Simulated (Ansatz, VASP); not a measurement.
MgSi4N: VASP beside Ansatz

```xyz
6
Lattice="4.8989 0.0000 0.0000 0.0000 4.8989 0.0000 0.0000 0.0000 4.8989" Properties=species:S:1:pos:R:3 pbc="T T T"
Mg    0.0000    0.0000    0.0000
Si    3.5022    3.5022    3.5022
Si    1.3967    1.3967    3.5022
Si    1.3967    3.5022    1.3967
Si    3.5022    1.3967    1.3967
N     2.4494    2.4494    2.4494
```

Alike in both runs: functional PBE; k mesh 8 × 8 × 8; occupations gaussian, width 0.1 eV; no spin polarisation.

Ansatz relaxed the structure, and its values are those at the end. VASP's run is a single point on that final structure, the one shown.

```csv
,VASP,Ansatz
version,VASP 6.6.1,Ansatz 0.2.0
potentials or method,"VASP PAW PBE potentials, release 64 (Mg, Si, N), cutoff 520 eV","scalar-relativistic, plane waves, PAW"
valence electrons in the cell,23,31
```

Ansatz gave:

| Property | Result |
| --- | --- |
| gap on the k mesh at the Fermi level (eV) | none |
| pressure (GPa) | 0.0 |
| rms of the force components (eV/Å) | 0.001 |

Task: Estimate VASP's values.

Result: gap on the k mesh at the Fermi level (eV): none; pressure (GPa): -0.1; rms of the force components (eV/Å): 0.011.

A gap of «none» marks a metal or a gap that the smearing closes. VASP's potentials hold 23 valence electrons a cell and Ansatz's 31, so a difference there can come from the potentials and not from the codes.
